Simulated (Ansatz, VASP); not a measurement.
# Cr: VASP beside Ansatz

POSCAR

```
Cr
1.0
    3.8492788656      0.0000000012      0.0001267915
   -1.9246394317      3.3335732844     -0.0001267916
   -1.9246112521      1.1111748245      0.8503738890
Cr
1
Direct
    0.0000000000      0.0000000000      0.0000000000
```

File INCAR.step1:

```
SYSTEM = Cr
  PREC = Accurate
  ENCUT = 520
  ISMEAR = 0
  SIGMA = 0.1
  LREAL = .FALSE.
  LASPH = .TRUE.
  NELM = 60
  NBANDS = 12
  GGA = PE
  ALGO = Normal
  EDIFF = 1E-4
  LWAVE = .TRUE.
  LCHARG = .FALSE.
```

The input INCAR.step2:

```
SYSTEM = Cr
  PREC = Accurate
  ENCUT = 520
  EDIFF = 1E-6
  ISMEAR = 0
  SIGMA = 0.1
  LREAL = .FALSE.
  LASPH = .TRUE.
  NELM = 60
  ALGO = Normal
  ISIF = 2
  LWAVE = .FALSE.
  LCHARG = .TRUE.
  METAGGA = R2SCAN
  LMIXTAU = .TRUE.
  LELF = .TRUE.
  LVHAR = .TRUE.
  NBANDS = 12
  ISTART = 1
```

File KPOINTS:

```
Automatic mesh
0
G
  9 9 39
  0 0 0
```

Input for Ansatz:

```yaml
crystal:
  lattice:
    - [3.8492788656, 1.2e-09, 0.0001267915]
    - [-1.9246394317, 3.3335732844, -0.0001267916]
    - [-1.9246112521, 1.1111748245, 0.850373889]
  atoms:
    - { symbol: Cr, position: [0.0, 0.0, 0.0] }
basis:
  ecutwfc: 500
kpoints:
  mp_grid: { grid: [9, 9, 39] }
hamiltonian:
  xc: r2scan
scf:
  occupations: { method: gaussian, width: 0.1 }
output:
  forces: true
  stress: true
  eigenvalues: true
  write_density: true
  write_potential: true
  elf: true
  volumetric_format: npy
```

Change from the starting cell: band edges of the strained film's bulk.

Alike in both runs: task single point; functional r2SCAN; k mesh 9 × 9 × 39; occupations gaussian, width 0.1 eV; no spin polarisation.

|  | VASP | Ansatz |
| --- | --- | --- |
| version | VASP 6.6.1 | Ansatz 0.2.0 |
| potentials or method | VASP PAW PBE potentials, release 64 (Cr_pv), cutoff 520 eV | scalar-relativistic, plane waves, PAW |
| valence electrons in the cell | 12 | 14 |

Ansatz gave:

- gap on the k mesh at the Fermi level (eV): none
- pressure (GPa): 11.8
- traceless stress, the component that is largest in VASP (GPa): -11.82

Task: Which values does VASP return?

Result: gap on the k mesh at the Fermi level (eV): none; pressure (GPa): 12.7; traceless stress, the component that is largest in VASP (GPa): -11.86.

VASP's potentials were made for PBE, not for r2SCAN. A gap of «none» marks a metal or a gap that the smearing closes. The functional is the same, so the differences come from potentials, cutoffs and numerics. VASP's potentials hold 12 valence electrons a cell and Ansatz's 14, so a difference there can come from the potentials and not from the codes.
